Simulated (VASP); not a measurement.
# As in VASP: further runs, part 2 of 2

VASP 6.6.1. Earlier steps stand in the parts before.

### Step 5. Single point, LDA

File INCAR:

```
SYSTEM = As
  ALGO = Normal
  DIPOL = 0.5 0.5 0.500
  EDIFF = 1E-6
  ENCUT = 520
  IDIPOL = 3
  ISIF = 2
  ISMEAR = 0
  LASPH = .True.
  LCHARG = .True.
  LDIPOL = .True.
  LELF = .True.
  LREAL = .False.
  LVACPOTAV = .True.
  LVHAR = .True.
  LWAVE = .False.
  NBANDS = 12
  NELM = 80
  PREC = Accurate
  SIGMA = 0.02
```

File KPOINTS:

```
k-points
0
Gamma
  9 9 1
  0 0 0
```

File POSCAR:

```
As
1.0
    3.6890000000      0.0000000000      0.0000000000
   -1.8445000000      3.1947677146      0.0000000000
    0.0000000000      0.0000000000     28.0000000000
As
2
Direct
    0.3333333333      0.6666666667      0.5370000000
    0.6666666667      0.3333333333      0.4630000000
```

Potentials or basis: VASP PAW LDA potentials, release 64 (As).

Command:

```sh
$ cat potpaw_LDA.64/As/POTCAR > POTCAR
$ mpirun -np 1 vasp_std > vasp.out
```

OUTCAR:

```text
SYSTEM = As
   EDIFF = 1E-6
   ENCUT = 520
   ISIF = 2
   ISMEAR = 0
   LASPH = .True.
   LREAL = .False.
   NELM = 80
   PREC = Accurate

 ion  position               nearest neighbor table
   1  0.333  0.667  0.537-
   2  0.667  0.333  0.463-

  LATTYP: Found a hexagonal cell.
 ALAT       =     3.6890000000
 C/A-ratio  =     7.5901328273

  Lattice vectors:

 A1 = (   3.6890000000,   0.0000000000,   0.0000000000)
 A2 = (  -1.8445000000,   3.1947677146,   0.0000000000)
 A3 = (   0.0000000000,   0.0000000000,  28.0000000000)

Analysis of symmetry for initial positions (statically):
=====================================================================
 Subroutine PRICEL returns:
 Original cell was already a primitive cell.

 Routine SETGRP: Setting up the symmetry group for a
 hexagonal supercell.

 Subroutine GETGRP returns: Found 12 space group operations
 (whereof 12 operations were pure point group operations)
 out of a pool of 24 trial point group operations.

The static configuration has the point symmetry D_3d.

Analysis of symmetry for dynamics (positions and initial velocities):
=====================================================================
 Subroutine PRICEL returns:
 Original cell was already a primitive cell.

 Routine SETGRP: Setting up the symmetry group for a
 hexagonal supercell.

 Subroutine GETGRP returns: Found 12 space group operations
 (whereof 12 operations were pure point group operations)
 out of a pool of 24 trial point group operations.

The dynamic configuration has the point symmetry D_3d.

 Subroutine INISYM returns: Found 12 space group operations
 (whereof 12 operations are pure point group operations),
 and found     1 'primitive' translations

----------------------------------------------------------------------------------------

                                     Primitive cell

  volume of cell :     329.9939

  direct lattice vectors                    reciprocal lattice vectors
     3.689000000  0.000000000  0.000000000     0.271076172  0.156505901  0.000000000
    -1.844500000  3.194767715  0.000000000     0.000000000  0.313011802  0.000000000
     0.000000000  0.000000000 28.000000000     0.000000000  0.000000000  0.035714286

  length of vectors
     3.689000000  3.689000000 28.000000000     0.313011802  0.313011802  0.035714286

  position of ions in fractional coordinates (direct lattice)
     0.333333333  0.666666667  0.537000000
     0.666666667  0.333333333  0.463000000

  ion indices of the primitive-cell ions
   primitive index   ion index
                 1           1
                 2           2

----------------------------------------------------------------------------------------

 KPOINTS: k-points

Automatic generation of k-mesh.
 Grid dimensions read from file:
 generate k-points for:    9    9    1

 Generating k-lattice:

  Cartesian coordinates                     Fractional coordinates (reciprocal lattice)
     0.030119575  0.017389545  0.000000000     0.111111111  0.000000000  0.000000000
     0.000000000  0.034779089  0.000000000     0.000000000  0.111111111  0.000000000
     0.000000000  0.000000000  0.035714286     0.000000000  0.000000000  1.000000000

  Length of vectors
[... 26 lines left out ...]
   total plane-waves  NPLWV = 164640
   dimension x,y,z NGX =    28 NGY =   28 NGZ =  210
   dimension x,y,z NGXF=    56 NGYF=   56 NGZF=  420
   ions per type =               2
   NGX,Y,Z   is equivalent  to a cutoff of  12.62, 12.62, 12.47 a.u.
   NGXF,Y,Z  is equivalent  to a cutoff of  25.24, 25.24, 24.94 a.u.
 SYSTEM =  As
   PREC   = accura    normal or accurate (medium, high low for compatibility)
   ISTART =      0    job   : 0-new  1-cont  2-samecut
   ICHARG =      2    charge: 1-file 2-atom 10-const
   ISPIN  =      1    spin polarized calculation?
   LNONCOLLINEAR =      F non collinear calculations
   LSORBIT =      F    spin-orbit coupling
   LASPH  =      T    aspherical Exc in radial PAW
   ENCUT  =  520.0 eV  38.22 Ry    6.18 a.u.   6.86  6.86 52.06*2*pi/ulx,y,z
   NELM   =     80;   NELMIN=  2; NELMDL= -5     # of ELM steps
   EDIFF  = 0.1E-05   stopping-criterion for ELM
   LREAL  =      F    real-space projection
   EDIFFG = 0.1E-04   stopping-criterion for IOM
   NSW    =      0    number of steps for IOM
   IBRION =     -1    ionic relax: 0-MD 1-quasi-New 2-CG
   NFREE  =      0    steps in history (QN), initial steepest desc. (CG)
   ISIF   =      2    stress and relaxation
   ISYM   =      2    0-nonsym 1-usesym 2-fastsym
   POTIM  = 0.5000    time-step for ionic-motion
   TEBEG  =    0.0;   TEEND  =   0.0 temperature during run
   PSTRESS=    0.0 pullay stress
   NELECT =      10.0000    total number of electrons
   NUPDOWN=      -1.0000    fix difference up-down
   EMIN   =  10.00;   EMAX   =-10.00  energy-range for DOS
   EFERMI =   0.00;   METHOD = LEGACY
   ISMEAR =     0;   SIGMA  =   0.02  broadening in eV -4-tet -1-fermi 0-gaus
   EFERMI_NEDOS =   21; number of points for ismear=-14 and -15
   IALGO  =     38    algorithm
   IMIX   =      4    mixing-type and parameters
     AMIX     =   0.40;   BMIX     =  1.00
     AMIX_MAG =   1.60;   BMIX_MAG =  1.00
  volume/ion in A,a.u.               =     165.00      1113.45
  Fermi-wavevector in a.u.,A,eV,Ry     =   0.510395  0.964506  3.544355  0.260503
  Thomas-Fermi vector in A             =   1.523376
   LORBIT       =      0    0 simple, 1 ext, 2 COOP (PROOUT), +10 PAW based schemes
   GGA     = CA    functional components
   LHFCALC =     F    Hartree Fock is set to
   AEXX    =    0.0000 exact exchange contribution
   IVDW    =     0    specifies the selected vdW correction
   LEPSILON=     F    determine dielectric tensor
   LRPA    =     F    only Hartree local field effects (RPA)
 non-spin polarized calculation
 Gauss-broadening in eV      SIGMA  =   0.02
  energy-cutoff  :      520.00
  volume of cell :      329.99
 maximum number of plane-waves:      8925
 NGX is ok and might be reduce to    28
   NGX = 13   NGY = 13   NGZ =105

 number of electron      10.0000000 magnetization

 number of electron       9.9999999 magnetization

 dipolmoment           0.000000      0.000000     -0.000000 electrons x Angstroem

 Free energy of the ion-electron system (eV)
  ---------------------------------------------------
  ext. energy  EPLUGINS =         0.00000000
  ---------------------------------------------------
  free energy    TOTEN  =        -8.27777441 eV

  energy without entropy =       -8.27777425  energy(sigma->0) =       -8.27777433

 E-fermi :  -3.1525     XC(G=0):  -2.0502

 val. band max:       -3.2133292252   @ k =   0.2222  -0.0000   0.0000
 cond. band min:      -3.0895157746   @ k =   0.3333   0.2222   0.0000
 fundamental gap:      0.1238134506
 Fermi energy:        -3.1524909971

 k-point     1 :       0.0000    0.0000    0.0000
  band No.  band energies     occupation
      1     -15.3896      2.00000
      2     -12.6943      2.00000
      3      -5.6311      2.00000
      4      -2.4220      0.00000
      5      -2.4220      0.00000
      6      -2.1625      0.00000
      7      -0.9325      0.00000
      8      -0.9325      0.00000
      9       0.8216      0.00000
     10       1.0683      0.00000
     11       1.3437      0.00000
     12       1.7665      0.00000
[... 151 lines left out ...]
 k-point    12 :       0.3333    0.3333    0.0000
  band No.  band energies     occupation
      1     -12.9993      2.00000
      2     -12.9993      2.00000
      3      -6.3833      2.00000
      4      -5.8066      2.00000
      5      -5.8066      2.00000
      6      -3.4736      2.00000
      7      -1.7287      0.00000
      8      -1.7287      0.00000
      9       3.3345      0.00000
     10       4.5063      0.00000
     11       4.5063      0.00000
     12       5.0012      0.00000

------------------------ aborting loop because EDIFF is reached ----------------------------------------

  FORCE on cell =-STRESS in cart. coord.  units (eV):
  Direction    XX          YY          ZZ          XY          YZ          ZX
  --------------------------------------------------------------------------------------
  -------------------------------------------------------------------------------------
  Total       -3.8127989     -3.8127989     -8.1373106      0.0000000     -0.0000000      0.0000000
  in kB      -18.5117938    -18.5117938    -39.5080418      0.0000000     -0.0000000      0.0000000
  external PRESSURE =     -25.5105432 kB  Pullay stress =       0.0000000 kB

 VOLUME and BASIS-vectors are now :
 -----------------------------------------------------------------------------
  energy-cutoff  :      520.00
  volume of cell :      329.99
      direct lattice vectors                 reciprocal lattice vectors
     3.689000000  0.000000000  0.000000000     0.271076172  0.156505901  0.000000000
    -1.844500000  3.194767715  0.000000000     0.000000000  0.313011802  0.000000000
     0.000000000  0.000000000 28.000000000     0.000000000  0.000000000  0.035714286

 POSITION                                       TOTAL-FORCE (eV/Angst)
 -----------------------------------------------------------------------------------
     -0.00000      2.12985     15.03600         0.000000      0.000000     -3.926740
      1.84450      1.06492     12.96400        -0.000000     -0.000000      3.926740
 -----------------------------------------------------------------------------------
    total drift:                               -0.000000      0.000000     -0.000000

  FREE ENERGIE OF THE ION-ELECTRON SYSTEM (eV)
  ---------------------------------------------------
  free  energy   TOTEN  =        -8.2777744078 eV

  energy  without entropy=       -8.2777742451  energy(sigma->0) =       -8.27777433

 vacuum level on the upper side and lower side of the slab         1.246         1.246
```

OSZICAR:

```text
N       E                     dE             d eps       ncg     rms          rms(c)
DAV:   1     0.609943737059E+02    0.60994E+02   -0.27222E+03   288   0.534E+02
DAV:   2    -0.301184388372E+01   -0.64006E+02   -0.60080E+02   536   0.817E+01
DAV:   3    -0.825990238776E+01   -0.52481E+01   -0.51235E+01   388   0.335E+01
[... 12 lines left out ...]
DAV:  16    -0.827775484943E+01   -0.26458E-04   -0.21326E-06   340   0.365E-03    0.138E-03
DAV:  17    -0.827776617123E+01   -0.11322E-04   -0.37274E-07   308   0.157E-03    0.284E-04
DAV:  18    -0.827777180603E+01   -0.56348E-05   -0.17753E-07   292   0.107E-03    0.637E-04
DAV:  19    -0.827777383073E+01   -0.20247E-05   -0.36775E-08   292   0.594E-04    0.143E-04
DAV:  20    -0.827777440780E+01   -0.57707E-06   -0.10845E-08   264   0.265E-04
   1 F= -.82777744E+01 E0= -.82777743E+01  d E =-.162727E-06
```

stdout:

```text
POSCAR found type information on POSCAR As
 POSCAR found :  1 types and       2 ions
 scaLAPACK will be used
 LDA part: xc-table for (Slater(with rela. corr.)+CA(PZ))
 , standard interpolation
 POSCAR, INCAR and KPOINTS ok, starting setup
 FFT: planning ... GRIDC
 FFT: planning ... GRID_SOFT
 FFT: planning ... GRID
 WAVECAR not read
 entering main loop
 -----------------------------------------------------------------------------
|                                                                             |
|           W    W    AA    RRRRR   N    N  II  N    N   GGGG   !!!           |
|           W    W   A  A   R    R  NN   N  II  NN   N  G    G  !!!           |
|           W    W  A    A  R    R  N N  N  II  N N  N  G       !!!           |
|           W WW W  AAAAAA  RRRRR   N  N N  II  N  N N  G  GGG   !            |
|           WW  WW  A    A  R   R   N   NN  II  N   NN  G    G                |
|           W    W  A    A  R    R  N    N  II  N    N   GGGG   !!!           |
|                                                                             |
|     Did not find any points to average over, which means that no vacuum     |
|     field-free region was found. Please increase the size of  your cell     |
|     in the dimension of the dipole correction to obtain accurate            |
|     workfunction values.                                                    |
|                                                                             |
 -----------------------------------------------------------------------------
```

Wall time 62 s (1 thread of Intel Xeon Platinum 8375C at 2.90GHz (Ice Lake), shared host); peak memory 0.3 GiB.

Results:

- Free energy: -8.2778 eV
- Largest force: 3.927 eV/Å
- Band gap on the k mesh: zero (band 5 reaches -2.42 eV, above the bottom of band 6 at -3.47 eV)

Forces on the atoms (eV/Å):
```
As   0.000  0.000 -3.927
As   0.000  0.000  3.927
```

### Step 6. Single point, LDA

This run uses another cell than the first one, of 155.04 Å³/atom, 0.940 times its volume.

File INCAR:

```
SYSTEM = As
PREC = Accurate
ENCUT = 520
EDIFF = 1E-6
ISMEAR = 0
SIGMA = 0.02
LREAL = .False.
LASPH = .True.
NELM = 80
ALGO = Normal
ISIF = 2
LWAVE = .False.
LCHARG = .False.
LDIPOL = .True.
IDIPOL = 3
DIPOL = 0.5 0.5 0.500
NBANDS = 12
```

File KPOINTS:

```
regular mesh
0
Gamma
  9 9 1
  0 0 0
```

File POSCAR:

```
As
1.0
    3.5760000000      0.0000000000      0.0000000000
   -1.7880000000      3.0969068439      0.0000000000
    0.0000000000      0.0000000000     28.0000000000
As
2
Direct
    0.3333333333      0.6666666667      0.5370000000
    0.6666666667      0.3333333333      0.4630000000
```

Potentials or basis: VASP PAW LDA potentials, release 64 (As).

Command:

```sh
$ cat potpaw_LDA.64/As/POTCAR > POTCAR
$ mpirun -np 1 vasp_std > vasp.out
```

Run time: 79 s. Hardware: 1 thread of Intel Xeon Platinum 8375C at 2.90GHz (Ice Lake), shared host; peak memory 0.31 GiB.

Results (log left out):

```yaml
Free_energy: -8.5177 eV
Largest_force: 3.408 eV/Å
Band_gap_on_the_k_mesh: zero (band 5 reaches -2.07 eV, above the bottom of band 6 at -3.56 eV)
```

Forces on the atoms (eV/Å):
```
As   0.000  0.000 -3.408
As   0.000  0.000  3.408
```

Levels at points of the mesh, in eV from the Fermi level:
| k point | band 1 | band 2 | band 3 | band 4 | band 5 | band 6 | band 7 | band 8 | band 9 | band 10 |
| --- | --- | --- | --- | --- | --- | --- | --- | --- | --- | --- |
| (0.00, 0.00, 0.00) | -12.56 | -9.67 | -2.70 | 1.05 | 1.05 | 1.15 | 2.58 | 2.58 | 4.03 | 4.31 |
